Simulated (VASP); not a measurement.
# Ca (Im-3m) in VASP: further runs

The runs below take Ca through single point, relaxation of cell and atoms, with LDA.

All numbers are computed with VASP 6.6.1; they aren't measurements. Logs are shortened: lines on timing, memory, paths and dates and some standing lists are left out, and cuts for length are marked.

### Step 1. The cell of the first run

It takes space group Im-3m (No. 229, cubic). Conventional cell: a = 4.391 Å, b = 4.391 Å, c = 4.391 Å, α = 90.00°, β = 90.00°, γ = 90.00°. Ca (site symmetry m-3m) has 14 Ca at 3.80 to 4.39 Å within 5.0 Å.

This isn't the form of Ca at room conditions, which is fcc.

### Step 2. Single point, LDA (42.34 Å³/atom)

Contents of INCAR:

```
ALGO = Normal ; EDIFF = 1E-6
ENCUT = 520 ; GGA = CA
ISIF = 2 ; ISMEAR = -1
LASPH = True ; LCHARG = False
LREAL = False ; LWAVE = False
NBANDS = 11 ; NELM = 60
PREC = Accurate ; SIGMA = 0.1
```

Contents of KPOINTS:

```
k-points
0
Gamma
  12 12 12
```

Contents of POSCAR:

```
Ca
1.0
   -2.1956970693      2.1956970693      2.1956970693
    2.1956970693     -2.1956970693      2.1956970693
    2.1956970693      2.1956970693     -2.1956970693
Ca
1
Direct
    0.0000000000      0.0000000000      0.0000000000
```

Potentials or basis: VASP PAW LDA potentials, release 64 (Ca_sv).

Started as:

```
cat potpaw_LDA.64/Ca_sv/POTCAR > POTCAR
mpirun -np 1 vasp_std > vasp.out
```

OUTCAR:

```text
EDIFF = 1E-6
   ENCUT = 520
   GGA = CA
   ISIF = 2
   ISMEAR = -1
   LASPH = True
   LREAL = False
   NELM = 60
   PREC = Accurate

 ion  position               nearest neighbor table
   1  0.000  0.000  0.000-

  LATTYP: Found a body centered cubic cell.
 ALAT       =     4.3913941386

  Lattice vectors:

 A1 = (  -2.1956970693,   2.1956970693,   2.1956970693)
 A2 = (   2.1956970693,  -2.1956970693,   2.1956970693)
 A3 = (   2.1956970693,   2.1956970693,  -2.1956970693)

Analysis of symmetry for initial positions (statically):
=====================================================================
 Subroutine PRICEL returns:
 Original cell was already a primitive cell.

 Routine SETGRP: Setting up the symmetry group for a
 body centered cubic supercell.

 Subroutine GETGRP returns: Found 48 space group operations
 (whereof 48 operations were pure point group operations)
 out of a pool of 48 trial point group operations.

The static configuration has the point symmetry O_h .

Analysis of symmetry for dynamics (positions and initial velocities):
=====================================================================
 Subroutine PRICEL returns:
 Original cell was already a primitive cell.

 Routine SETGRP: Setting up the symmetry group for a
 body centered cubic supercell.

 Subroutine GETGRP returns: Found 48 space group operations
 (whereof 48 operations were pure point group operations)
 out of a pool of 48 trial point group operations.

The dynamic configuration has the point symmetry O_h .

 Subroutine INISYM returns: Found 48 space group operations
 (whereof 48 operations are pure point group operations),
 and found     1 'primitive' translations

----------------------------------------------------------------------------------------

                                     Primitive cell

  volume of cell :      42.3426

  direct lattice vectors                    reciprocal lattice vectors
    -2.195697069  2.195697069  2.195697069     0.000000000  0.227718116  0.227718116
     2.195697069 -2.195697069  2.195697069     0.227718116  0.000000000  0.227718116
     2.195697069  2.195697069 -2.195697069     0.227718116  0.227718116  0.000000000

  length of vectors
     3.803058882  3.803058882  3.803058882     0.322042048  0.322042048  0.322042048

  position of ions in fractional coordinates (direct lattice)
     0.000000000  0.000000000  0.000000000

  ion indices of the primitive-cell ions
   primitive index   ion index
                 1           1

----------------------------------------------------------------------------------------

 KPOINTS: k-points

Automatic generation of k-mesh.
 Grid dimensions read from file:
 generate k-points for:   12   12   12

 Generating k-lattice:

  Cartesian coordinates                     Fractional coordinates (reciprocal lattice)
     0.000000000  0.018976510  0.018976510     0.083333333  0.000000000  0.000000000
     0.018976510  0.000000000  0.018976510     0.000000000  0.083333333  0.000000000
     0.018976510  0.018976510  0.000000000     0.000000000  0.000000000  0.083333333

  Length of vectors
     0.026836837  0.026836837  0.026836837

  Shift w.r.t. Gamma in fractional coordinates (k-lattice)
     0.000000000  0.000000000  0.000000000

 Subroutine IBZKPT returns following result:
 ===========================================

 Found     72 irreducible k-points:

 Following reciprocal coordinates:
            Coordinates               Weight
  0.000000  0.000000  0.000000      1.000000
  0.083333  0.000000  0.000000     12.000000
  0.166667  0.000000  0.000000     12.000000
  0.250000  0.000000  0.000000     12.000000
  0.333333  0.000000  0.000000     12.000000
  0.416667  0.000000  0.000000     12.000000
[... 16 lines left out ...]
  0.333333  0.083333  0.083333     24.000000
  0.416667  0.083333  0.083333     12.000000
 [... further k-points ...]
   k-points           NKPTS =     72   k-points in BZ     NKDIM =     72   number of bands    NBANDS=     11
   number of dos      NEDOS =    301   number of ions     NIONS =      1
   total plane-waves  NPLWV =  21952
   dimension x,y,z NGX =    28 NGY =   28 NGZ =   28
   dimension x,y,z NGXF=    56 NGYF=   56 NGZF=   56
   ions per type =               1
   NGX,Y,Z   is equivalent  to a cutoff of  12.24, 12.24, 12.24 a.u.
   NGXF,Y,Z  is equivalent  to a cutoff of  24.48, 24.48, 24.48 a.u.
 SYSTEM =  unknown system
   PREC   = accura    normal or accurate (medium, high low for compatibility)
   ISTART =      0    job   : 0-new  1-cont  2-samecut
   ICHARG =      2    charge: 1-file 2-atom 10-const
   ISPIN  =      1    spin polarized calculation?
   LNONCOLLINEAR =      F non collinear calculations
   LSORBIT =      F    spin-orbit coupling
   LASPH  =      T    aspherical Exc in radial PAW
   ENCUT  =  520.0 eV  38.22 Ry    6.18 a.u.   7.07  7.07  7.07*2*pi/ulx,y,z
   NELM   =     60;   NELMIN=  2; NELMDL= -5     # of ELM steps
   EDIFF  = 0.1E-05   stopping-criterion for ELM
   LREAL  =      F    real-space projection
   EDIFFG = 0.1E-04   stopping-criterion for IOM
   NSW    =      0    number of steps for IOM
   IBRION =     -1    ionic relax: 0-MD 1-quasi-New 2-CG
   NFREE  =      0    steps in history (QN), initial steepest desc. (CG)
   ISIF   =      2    stress and relaxation
   ISYM   =      2    0-nonsym 1-usesym 2-fastsym
   POTIM  = 0.5000    time-step for ionic-motion
   TEBEG  =    0.0;   TEEND  =   0.0 temperature during run
   PSTRESS=    0.0 pullay stress
   NELECT =      10.0000    total number of electrons
   NUPDOWN=      -1.0000    fix difference up-down
   EMIN   =  10.00;   EMAX   =-10.00  energy-range for DOS
   EFERMI =   0.00;   METHOD = LEGACY
   ISMEAR =    -1;   SIGMA  =   0.10  broadening in eV -4-tet -1-fermi 0-gaus
   EFERMI_NEDOS =   21; number of points for ismear=-14 and -15
   IALGO  =     38    algorithm
   IMIX   =      4    mixing-type and parameters
     AMIX     =   0.40;   BMIX     =  1.00
     AMIX_MAG =   1.60;   BMIX_MAG =  1.00
  volume/ion in A,a.u.               =      42.34       285.74
  Fermi-wavevector in a.u.,A,eV,Ry     =   1.011927  1.912264 13.932308  1.023996
  Thomas-Fermi vector in A             =   2.145006
   LORBIT       =      0    0 simple, 1 ext, 2 COOP (PROOUT), +10 PAW based schemes
   GGA     = CA    functional components
   LHFCALC =     F    Hartree Fock is set to
   AEXX    =    0.0000 exact exchange contribution
   IVDW    =     0    specifies the selected vdW correction
   LEPSILON=     F    determine dielectric tensor
   LRPA    =     F    only Hartree local field effects (RPA)
 non-spin polarized calculation
  energy-cutoff  :      520.00
  volume of cell :       42.34
 maximum number of plane-waves:      1160
   NGX = 15   NGY = 15   NGZ = 15

 number of electron      10.0000002 magnetization

 Free energy of the ion-electron system (eV)
  ---------------------------------------------------
  ext. energy  EPLUGINS =         0.00000000
  ---------------------------------------------------
  free energy    TOTEN  =        -2.18995976 eV

  energy without entropy =       -2.14091270  energy(sigma->0) =       -2.16543623

 E-fermi :   1.8037     XC(G=0):  -7.9514

 val. band max:        1.7892872084   @ k =   0.2500   0.2500   0.1667
 cond. band min:       1.8087577027   @ k =   0.5000   0.5000   0.2500
 fundamental gap:      0.0194704943
 Fermi energy:         1.8036643736

 k-point     1 :       0.0000    0.0000    0.0000
  band No.  band energies     occupation
      1     -39.7886      2.00000
      2     -20.9970      2.00000
      3     -20.9970      2.00000
      4     -20.9970      2.00000
      5      -2.2378      2.00000
      6       3.9793      0.00000
      7       3.9793      0.00000
      8       3.9793      0.00000
      9       5.0456      0.00000
     10       5.0456      0.00000
     11      12.0868      0.00000

 k-point     2 :       0.0833    0.0000    0.0000
  band No.  band energies     occupation
      1     -39.7876      2.00000
      2     -21.0069      2.00000
      3     -21.0003      2.00000
      4     -20.9970      2.00000
      5      -2.1119      2.00000
      6       3.9041      0.00000
      7       3.9337      0.00000
      8       4.0742      0.00000
      9       4.9580      0.00000
     10       5.0482      0.00000
     11      11.9224      0.00000

 k-point     3 :       0.1667    0.0000    0.0000
  band No.  band energies     occupation
      1     -39.7847      2.00000
      2     -21.0338      2.00000
      3     -21.0093      2.00000
      4     -20.9969      2.00000
      5      -1.7431      2.00000
      6       3.7105      0.00000
      7       3.7194      0.00000
      8       4.3515      0.00000
      9       4.8420      0.00000
     10       5.0644      0.00000
     11      11.0192      0.00000

 k-point     4 :       0.2500    0.0000    0.0000
  band No.  band energies     occupation
      1     -39.7808      2.00000
      2     -21.0702      2.00000
      3     -21.0215      2.00000
      4     -20.9969      2.00000
      5      -1.1597      2.00000
      6       3.2923      0.00000
      7       3.4694      0.00000
      8       4.7858      0.00000
      9       4.8583      0.00000
     10       5.1100      0.00000
     11       9.5854      0.00000
[... 239 lines left out ...]
 k-point    22 :       0.2500    0.0833    0.0833
  band No.  band energies     occupation
      1     -39.7761      2.00000
      2     -21.1076      2.00000
      3     -21.0335      2.00000
      4     -21.0055      2.00000
      5      -0.1983      2.00000
      6       2.7204      0.00021
      7       3.0553      0.00001
      8       5.0135      0.00000
      9       5.2100      0.00000
     10       5.5621      0.00000
     11       8.0983      0.00000

 k-point    23 :       0.3333    0.0833    0.0833
  band No.  band energies     occupation
      1     -39.7736      2.00000
      2     -21.1255      2.00000
      3     -21.0464      2.00000
      4     -21.0059      2.00000
      5       0.5960      1.99999
      6       2.2333      0.02687
      7       2.9179      0.00003
      8       5.0385      0.00000
      9       5.2873      0.00000
     10       6.0450      0.00000
     11       7.0973      0.00000

 k-point    24 :       0.4167    0.0833    0.0833
  band No.  band energies     occupation
      1     -39.7727      2.00000
      2     -21.1318      2.00000
      3     -21.0514      2.00000
      4     -21.0061      2.00000
      5       1.1129      1.99800
      6       1.8595      0.72775
      7       2.8707      0.00005
      8       5.0222      0.00000
      9       5.3177      0.00000
     10       6.2708      0.00000
     11       6.7464      0.00000

 [... further k-points ...]

------------------------ aborting loop because EDIFF is reached ----------------------------------------

  FORCE on cell =-STRESS in cart. coord.  units (eV):
  Direction    XX          YY          ZZ          XY          YZ          ZX
  --------------------------------------------------------------------------------------
  -------------------------------------------------------------------------------------
  Total       -0.4702576     -0.4702576     -0.4702576     -0.0000000     -0.0000000      0.0000000
  in kB      -17.7938166    -17.7938166    -17.7938166     -0.0000000     -0.0000000      0.0000000
  external PRESSURE =     -17.7938166 kB  Pullay stress =       0.0000000 kB

 VOLUME and BASIS-vectors are now :
 -----------------------------------------------------------------------------
  energy-cutoff  :      520.00
  volume of cell :       42.34
      direct lattice vectors                 reciprocal lattice vectors
    -2.195697069  2.195697069  2.195697069     0.000000000  0.227718116  0.227718116
     2.195697069 -2.195697069  2.195697069     0.227718116  0.000000000  0.227718116
     2.195697069  2.195697069 -2.195697069     0.227718116  0.227718116  0.000000000

 POSITION                                       TOTAL-FORCE (eV/Angst)
 -----------------------------------------------------------------------------------
      0.00000      0.00000      0.00000        -0.000000      0.000000      0.000000
 -----------------------------------------------------------------------------------
    total drift:                               -0.000000     -0.000000     -0.000000

  FREE ENERGIE OF THE ION-ELECTRON SYSTEM (eV)
  ---------------------------------------------------
  free  energy   TOTEN  =        -2.1899597585 eV

  energy  without entropy=       -2.1409127033  energy(sigma->0) =       -2.16543623
```

It took 42 s on 1 thread of Intel Xeon 8259CL, shared host; peak memory 0.16 GiB.

Results:

| Item | Value |
| --- | --- |
| Free energy | -2.1900 eV |
| Pressure | -1.8 GPa |
| Band gap on the k mesh | zero (bands 5 and 6 overlap by 0.33 eV) |

### Step 3. Relaxation of cell and atoms, LDA

This run uses another cell than the first one, of 43.63 Å³/atom.

Contents of INCAR:

```
  PREC = Accurate
  ENCUT = 600
  EDIFF = 1E-6
  ISMEAR = -1
  SIGMA = 0.1
  LREAL = False
  LASPH = True
  NELM = 80
  ALGO = Normal
  ISIF = 3
  LWAVE = False
  LCHARG = False
  GGA = CA
  IBRION = 2
  NSW = 80
  EDIFFG = -0.01
```

Contents of KPOINTS:

```
Automatic mesh
0
Gamma
  10 10 10
```

Contents of POSCAR:

```
Ca
1.0
   -2.2177580097      2.2177580097      2.2177580097
    2.2177580097     -2.2177580097      2.2177580097
    2.2177580097      2.2177580097     -2.2177580097
Ca
1
Direct
    0.0000000000      0.0000000000      0.0000000000
```

Potentials or basis: VASP PAW LDA potentials, release 64 (Ca_sv).

Started as:

```
cat potpaw_LDA.64/Ca_sv/POTCAR > POTCAR
mpirun -np 1 vasp_std > vasp.out
```

Wall time 87 s (1 thread of Intel Xeon 8259CL, shared host); peak memory 0.18 GiB.

The run converged. Its results:

- Free energy: -2.2178 eV
- Relaxed volume: 37.84 Å³/atom
- Relaxed cell: a = 3.663 Å, b = 3.663 Å, c = 3.663 Å, α = 109.47°, β = 109.47°, γ = 109.47°
- Space group after relaxing (to 0.1 Å): Im-3m (No. 229)
- Energy gained by relaxing: 42.4 meV/atom
- Ionic steps: 4
- Pressure after relaxing: 0.0 GPa
- Band gap on the k mesh: zero (bands 5 and 6 overlap by 0.36 eV)

The path:
```tsv
step	energy change (eV)	largest force (eV/Å)	pressure (GPa)	volume (Å³)
1	0.0000	0.0000	-2.15	43.63
2	-0.0355	0.0000	-0.96	40.04
3	-0.0423	0.0000	-0.08	38.00
4	-0.0424	0.0000	0.01	37.84
```

Final structure:
```xyz
1
Lattice="-2.1149 2.1149 2.1149 2.1149 -2.1149 2.1149 2.1149 2.1149 -2.1149" Properties=species:S:1:pos:R:3 pbc="T T T"
Ca    0.0000    0.0000    0.0000
```

Levels at points of the mesh, in eV from the Fermi level:
```
           k point  band 1  band 2  band 3  band 4  band 5  band 6  band 7  band 8  band 9
(0.00, 0.00, 0.00)  -41.32  -22.51  -22.51  -22.51   -4.23    2.34    2.34    2.34    3.54
(0.50, 0.00, 0.00)  -41.30  -22.73  -22.58  -22.51   -0.99    0.17    1.28    3.45    3.85
(0.50, 0.50, 0.50)  -41.28  -22.66  -22.66  -22.66   -0.10   -0.10    4.41    4.41    4.41
```

### Step 4. Single point, LDA

This run uses another cell than the first one, of 37.81 Å³/atom.

Contents of INCAR:

```
  PREC = Accurate
  ENCUT = 520
  EDIFF = 1E-7
  ISMEAR = -1
  SIGMA = 0.1
  LREAL = F
  LASPH = T
  NELM = 60
  ALGO = Normal
  ISIF = 2
  LWAVE = F
  LCHARG = F
  NBANDS = 11
```

Contents of KPOINTS:

```
regular mesh
0
Gamma
  17 17 17
```

Contents of POSCAR:

```
Ca
1.0
   -2.1142990500      2.1142990500      2.1142990500
    2.1142990500     -2.1142990500      2.1142990500
    2.1142990500      2.1142990500     -2.1142990500
Ca
1
Direct
    0.0000000000      0.0000000000      0.0000000000
```

Started as:

```
cat potpaw_LDA.64/Ca_sv/POTCAR > POTCAR
mpirun -np 1 vasp_std > vasp.out
```

It took 86 s on 1 thread of Intel Xeon 8259CL, shared host; peak memory 0.19 GiB.

Results (log left out):

| Item | Value |
| --- | --- |
| Free energy | -2.2166 eV |
| Pressure | 0.0 GPa |
| Band gap on the k mesh | zero (bands 5 and 6 overlap by 0.35 eV) |

Levels at points of the mesh, in eV from the Fermi level:
```csv
k point,band 3,band 4,band 5,band 6,band 7,band 8
"(0.00, 0.00, 0.00)",-22.50,-22.50,-4.23,2.34,2.34,2.34
```

### Step 5. The runs side by side

| task | cell | k mesh | cutoff (eV) | gap on the mesh (eV) | pressure (GPa) |
| --- | --- | --- | --- | --- | --- |
| single point | a = 3.803 Å, angles 109.5°, 1 atom | 12 × 12 × 12 | 520 | none | -1.8 |
| relaxation of cell and atoms | relaxed from a = 3.841 Å, angles 109.5°, 1 atom | 10 × 10 × 10 | 600 | none | 0.0 |
| single point | a = 3.662 Å, angles 109.5°, 1 atom | 17 × 17 × 17 | 520 | none | 0.0 |

Alike in all rows: level LDA; potentials or basis VASP PAW LDA potentials, release 64 (Ca_sv); no spin polarisation; smearing fermi-dirac 0.1 eV.

Total energies depend on the potentials used, so only differences within one code and one set of settings carry meaning.
